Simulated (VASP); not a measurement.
Crystal: AgB2Au.

```
Ag B Au
1.0
     3.16461    0.00000    0.00000
     0.00000    3.27288    0.00000
     0.00000    0.00000    5.67429
Ag B Au
1 2 1
Cartesian
  1.5823 0.0000 0.0000
  0.0000 0.0000 3.7515
  0.0000 0.0000 1.9228
  1.5823 0.0000 2.8371
```

The cell was generated, and may not be a known phase.

| Property | Result |
| --- | --- |
| Program | VASP 6.6.1 |
| Task | relaxation of cell and atoms |
| Functional | PBE |
| Potentials or basis | VASP PAW PBE potentials, release 64 (Ag_sv_GW, B, Au_sv_GW) |
| Cutoff | 630 eV |
| k mesh | 6 × 6 × 4 |
| Occupations | gaussian, width 0.1 eV |
| Spin | no spin polarisation |

At the start: pressure 48.2 GPa; volume 14.69 Å³/atom.

Question: Where does the relaxation end?

Answer: Over 18 steps the energy falls by 915.7 meV/atom and the volume is 16.79 Å³/atom (+14.2 %); space group Pmmm (No. 47, to 0.1 Å) before and after.

Step by step:
```csv
step,energy change (eV),largest force (eV/Å),pressure (GPa),volume (Å³)
1,0.0000,6.0419,48.21,58.77
2,1.4025,1.1958,-18.90,100.66
3,-3.0586,0.6984,-10.27,73.48
4,-3.1664,0.3217,-7.23,71.63
5,-3.1947,0.0119,-4.15,70.13
6,-3.1942,0.0412,-4.66,70.37
7,-3.5623,0.2681,-2.11,66.85
8,-3.6295,0.3133,-0.29,65.33
9,-3.6351,0.3055,0.98,64.56
10,-3.6359,0.3102,0.62,64.77
11,-3.6468,0.2757,0.43,65.27
12,-3.6550,0.0493,0.09,66.57
13,-3.6568,0.1178,0.18,66.09
14,-3.6609,0.1003,0.68,66.61
15,-3.6612,0.0497,0.55,66.49
16,-3.6615,0.0202,-0.53,67.30
17,-3.6620,0.0110,-0.05,66.94
18,-3.6627,0.0127,-0.06,67.15
```

Final structure:
```
Ag B Au
1.0
     3.80833    0.00000    0.00000
     0.00000    3.34699    0.00000
     0.00000    0.00000    5.26777
Ag B Au
1 2 1
Cartesian
  1.9042 0.0000 0.0000
  0.0000 0.0000 3.5370
  3.8083 3.3470 1.7308
  1.9042 0.0000 2.6339
```

Caveat: a cell axis changed by over 15 % at a fixed basis, so the end point is rough.
